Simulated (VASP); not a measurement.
Here is a VASP 6.6.1 calculation.

Contents of INCAR:

```
SYSTEM = P
PREC     = Accurate       ! precision mode
ENCUT    = 520            ! plane-wave cutoff, eV
EDIFF    = 1E-6           ! SCF threshold, eV
ISMEAR   = 0              ! smearing method
SIGMA    = 0.1            ! smearing width, eV
LREAL    = .FALSE.        ! projectors in reciprocal space
LASPH    = .TRUE.         ! aspherical terms in the spheres
NELM     = 80             ! most SCF steps
ALGO     = Normal         ! electronic algorithm
ISIF     = 2              ! what is computed and relaxed
LWAVE    = .FALSE.        ! write WAVECAR
LCHARG   = .FALSE.        ! write CHGCAR
GGA      = PE             ! functional
NBANDS   = 24             ! bands
```

The input KPOINTS:

```
Automatic mesh
0
G
  4 4 6
  0 0 0
```

POSCAR

```
P
1.0
    2.4280701904     -5.5734182207      0.0000000000
    2.4280701904      5.5734182207      0.0000000000
    0.0000000000      0.0000000000      3.5414433147
P
6
Direct
    0.1490035478      0.3509654718      0.5000000000
    0.8509964522      0.6490345282      0.5000000000
    0.3509654718      0.1490035478      0.5000000000
    0.6490345282      0.8509964522      0.5000000000
    0.0000000000      0.5000000000      0.0000000000
    0.5000000000      0.0000000000      0.0000000000
```

Potentials or basis: VASP PAW PBE potentials, release 64 (P).

Command:

```sh
$ cat potpaw_PBE.64/P/POTCAR > POTCAR
$ mpirun -np 1 vasp_std > vasp.out
```

(1) Estimate the largest force.

(2) Estimate the pressure.

(3) What does it give for the band gap on the k mesh?

Answers

(1) 0.013 eV/Å.

(2) -0.4 GPa.

(3) zero (band 15 reaches 9.53 eV, above the bottom of band 16 at 7.37 eV).
